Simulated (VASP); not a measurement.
Here is a VASP 6.6.1 calculation.

INCAR

```
SYSTEM = BeS
PREC = Accurate
ENCUT = 520
EDIFF = 1E-8
ISMEAR = -1
SIGMA = 0.02
LREAL = .False.
LASPH = .True.
NELM = 60
ALGO = Normal
ISIF = 2
LWAVE = .False.
LCHARG = .False.
GGA = PS
LEFG = .True.
NBANDS = 11
```

KPOINTS

```
Automatic mesh
0
Gamma
  9 9 9
  0 0 0
```

POSCAR

```
BeS
1.0
    0.0000000000      2.4250000000      2.4250000000
    2.4250000000      0.0000000000      2.4250000000
    2.4250000000      2.4250000000      0.0000000000
Be S
1 1
Direct
    0.0000000000      0.0000000000      0.0000000000
    0.7500000000      0.7500000000      0.7500000000
```

Potentials or basis: VASP PAW PBE potentials, release 64 (Be, S).

Command:

```console
$ cat potpaw_PBE.64/Be/POTCAR potpaw_PBE.64/S/POTCAR > POTCAR
$ mpirun -np 1 vasp_std > vasp.out
```

(1) Predict the band gap on the k mesh.

(2) Estimate the pressure.

Results:

(1) 3.03 eV, indirect (least direct gap 5.61 eV).

(2) -0.6 GPa.

Caveat: without QUAD_EFG the Cq values of the log hold for a quadrupole moment of 1 mb, not for the nuclei; the PAW data sets were made with another functional, which shifts forces and pressure a little.
